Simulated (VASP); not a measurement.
# AlN (F-43m) in VASP: further runs, part 2 of 2

VASP 6.6.1.

## 3. Relaxation of cell and atoms, LDA, target pressure -1 GPa, at which the enthalpy is minimised

This run uses another cell than the first one, of 10.23 Å³/atom.

INCAR reads:

```
  PREC = Accurate
  ENCUT = 600
  EDIFF = 1E-7
  ISMEAR = 0
  SIGMA = 0.01
  LREAL = F
  LASPH = T
  NELM = 120
  ALGO = Normal
  ISIF = 3
  LWAVE = F
  LCHARG = F
  IBRION = 2
  NSW = 80
  EDIFFG = -0.001
  PSTRESS = -10.0
  GGA_COMPAT = F
  NELMIN = 4
```

KPOINTS reads:

```
regular mesh
0
Gamma
  10 10 10
```

POSCAR reads:

```
AlN
1.0
    0.0000000000      2.1711406870      2.1711406870
    2.1711406870      0.0000000000      2.1711406870
    2.1711406870      2.1711406870      0.0000000000
Al N
1 1
Direct
    0.0000000000      0.0000000000      0.0000000000
    0.7500000000      0.7500000000      0.7500000000
```

Potentials or basis: VASP PAW LDA potentials, release 64 (Al, N).

Started as:

```
$ cat potpaw_LDA.64/Al/POTCAR potpaw_LDA.64/N/POTCAR > POTCAR
$ mpirun -np 1 vasp_std > vasp.out
```

OUTCAR:

```text
PREC = Accurate
   ENCUT = 600
   EDIFF = 1E-7
   ISMEAR = 0
   LREAL = F
   LASPH = T
   NELM = 120
   ISIF = 3
   IBRION = 2
   NSW = 80
   EDIFFG = -0.001
   PSTRESS = -10.0
   NELMIN = 4

 ion  position               nearest neighbor table
   1  0.000  0.000  0.000-   2 1.88   2 1.88   2 1.88   2 1.88
   2  0.750  0.750  0.750-   1 1.88   1 1.88   1 1.88   1 1.88

  LATTYP: Found a face centered cubic cell.
 ALAT       =     4.3422813740

  Lattice vectors:

 A1 = (   0.0000000000,   2.1711406870,   2.1711406870)
 A2 = (   2.1711406870,   0.0000000000,   2.1711406870)
 A3 = (   2.1711406870,   2.1711406870,   0.0000000000)

Analysis of symmetry for initial positions (statically):
=====================================================================
 Subroutine PRICEL returns:
 Original cell was already a primitive cell.

 Routine SETGRP: Setting up the symmetry group for a
 face centered cubic supercell.

 Subroutine GETGRP returns: Found 24 space group operations
 (whereof 24 operations were pure point group operations)
 out of a pool of 48 trial point group operations.

The static configuration has the point symmetry T_d .

Analysis of symmetry for dynamics (positions and initial velocities):
=====================================================================
 Subroutine PRICEL returns:
 Original cell was already a primitive cell.

 Routine SETGRP: Setting up the symmetry group for a
 face centered cubic supercell.

 Subroutine GETGRP returns: Found 24 space group operations
 (whereof 24 operations were pure point group operations)
 out of a pool of 48 trial point group operations.

The dynamic configuration has the point symmetry T_d .

 Subroutine INISYM returns: Found 24 space group operations
 (whereof 24 operations are pure point group operations),
 and found     1 'primitive' translations

----------------------------------------------------------------------------------------
[... 126 lines left out ...]
 Gauss-broadening in eV      SIGMA  =   0.01
  energy-cutoff  :      600.00
  volume of cell :       20.47
 maximum number of plane-waves:       701
 NGX is ok and might be reduce to    28
   NGX = 13   NGY = 13   NGZ = 13

--------------------------------------- Ionic step        1  -------------------------------------------

 number of electron       8.0000000 magnetization

 Free energy of the ion-electron system (eV)
  ---------------------------------------------------
  ext. energy  EPLUGINS =         0.00000000
  ---------------------------------------------------
  free energy    TOTEN  =       -16.37603108 eV

  energy without entropy =      -16.37603108  energy(sigma->0) =      -16.37603108

------------------------ aborting loop because EDIFF is reached ----------------------------------------

  FORCE on cell =-STRESS in cart. coord.  units (eV):
  Direction    XX          YY          ZZ          XY          YZ          ZX
  --------------------------------------------------------------------------------------
  -------------------------------------------------------------------------------------
  Total        0.0696801      0.0696801      0.0696801      0.0000000      0.0000000     -0.0000000
  in kB        5.4541292      5.4541292      5.4541292      0.0000000      0.0000000     -0.0000000
  external PRESSURE =      15.4541292 kB  Pullay stress =     -10.0000000 kB
[... 63 lines left out ...]
--------------------------------------- Ionic step        3  -------------------------------------------

 number of electron       8.0000000 magnetization

 Free energy of the ion-electron system (eV)
  ---------------------------------------------------
  ext. energy  EPLUGINS =         0.00000000
  ---------------------------------------------------
  free energy    TOTEN  =       -16.37581016 eV

  energy without entropy =      -16.37581016  energy(sigma->0) =      -16.37581016

 E-fermi :   5.8637     XC(G=0): -11.3111

 val. band max:        5.8054626791   @ k =   0.0000   0.0000   0.0000
 cond. band min:       9.0333029765   @ k =   0.5000   0.5000   0.0000
 fundamental gap:      3.2278402975
 Fermi energy:         5.8637391933

 k-point     1 :       0.0000    0.0000    0.0000
  band No.  band energies     occupation
      1      -9.0782      2.00000
      2       5.8055      2.00000
      3       5.8055      2.00000
      4       5.8055      2.00000
      5      10.1321      0.00000
      6      18.2406      0.00000
      7      18.2406      0.00000
      8      18.2406      0.00000
[... 243 lines left out ...]
 k-point    24 :       0.4000    0.3000    0.0000
  band No.  band energies     occupation
      1      -6.9811      2.00000
      2       1.6176      2.00000
      3       4.0711      2.00000
      4       4.3777      2.00000
      5      10.6522      0.00000
      6      15.2090      0.00000
      7      18.0250      0.00000
      8      20.2838      0.00000

 [... further k-points ...]

------------------------ aborting loop because EDIFF is reached ----------------------------------------

  FORCE on cell =-STRESS in cart. coord.  units (eV):
  Direction    XX          YY          ZZ          XY          YZ          ZX
  --------------------------------------------------------------------------------------
  -------------------------------------------------------------------------------------
  Total       -0.1292862     -0.1292862     -0.1292862     -0.0000000     -0.0000000      0.0000000
  in kB      -10.0448678    -10.0448678    -10.0448678     -0.0000000     -0.0000000      0.0000000
  external PRESSURE =      -0.0448678 kB  Pullay stress =     -10.0000000 kB
[... 21 lines left out ...]
  energy  without entropy=      -16.3758101650  energy(sigma->0) =      -16.37581016

  enthalpy is  TOTEN    =       -16.5045188816 eV   P V=       -0.1287087167

 reached required accuracy - stopping structural energy minimisation
```

OSZICAR:

```text
N       E                     dE             d eps       ncg     rms          rms(c)
DAV:   1     0.111162063834E+02    0.11116E+02   -0.44419E+03   768   0.949E+02
DAV:   2    -0.184793875847E+02   -0.29596E+02   -0.28487E+02  1032   0.137E+02
DAV:   3    -0.189416353798E+02   -0.46225E+00   -0.46225E+00   880   0.221E+01
DAV:   4    -0.189428862690E+02   -0.12509E-02   -0.12509E-02  1104   0.121E+00
[... 19 lines left out ...]
DAV:   2    -0.163758426557E+02    0.10621E-02   -0.64586E-03   768   0.541E-01    0.501E-02
DAV:   3    -0.163758223230E+02    0.20333E-04   -0.60986E-05   856   0.855E-02    0.195E-02
DAV:   4    -0.163758112973E+02    0.11026E-04   -0.48724E-06   872   0.170E-02    0.790E-03
DAV:   5    -0.163758101699E+02    0.11274E-05   -0.10048E-06   840   0.767E-03    0.415E-03
DAV:   6    -0.163758101650E+02    0.49470E-08   -0.84870E-09   400   0.964E-04
   3 F= -.16504519E+02 E0= -.16504519E+02  d E =-.731214E-03
```

It took 24 s on 1 thread of Intel Xeon 6975P-C (Granite Rapids), shared host; peak memory 0.13 GiB.

Results:

| Quantity | Value |
| --- | --- |
| Free energy | -16.3758 eV |
| Relaxed volume | 10.31 Å³/atom |
| Relaxed cell | a = 3.078 Å, b = 3.078 Å, c = 3.078 Å, α = 60.00°, β = 60.00°, γ = 60.00° |
| Space group after relaxing (to 0.1 Å) | F-43m (No. 216) |
| Energy change on relaxing (the run minimises the enthalpy) | +0.1 meV/atom |
| Ionic steps | 3 |
| Pressure after relaxing | -1.0 GPa |
| Band gap on the k mesh | 3.23 eV (least direct gap 4.33 eV) |

Step by step:
```tsv
step	energy change (eV)	largest force (eV/Å)	pressure (GPa)	volume (Å³)
1	0.0000	0.0000	0.55	20.47
2	0.0017	0.0000	-2.40	20.76
3	0.0002	0.0000	-1.00	20.62
```

Final structure:
```
Al N
1.0
     0.00000    2.17652    2.17652
     2.17652    0.00000    2.17652
     2.17652    2.17652    0.00000
Al N
1 1
Direct
  0.00000 0.00000 0.00000
  0.75000 0.75000 0.75000
```

Levels at points of the mesh, in eV from the valence-band top:
```tsv
k point	band 1	band 2	band 3	band 4	band 5	band 6	band 7	band 8
(0.00, 0.00, 0.00)	-14.88	0.00	0.00	0.00	4.33	12.44	12.44	12.44
(0.50, 0.00, 0.00)	-12.73	-5.95	-0.49	-0.49	7.36	9.84	11.03	11.03
(0.50, 0.50, 0.00)	-12.06	-4.99	-1.80	-1.80	3.23	8.47	13.89	15.62
```

Caveat: the cell is relaxed towards a set pressure, so the run minimises the enthalpy, not the energy.
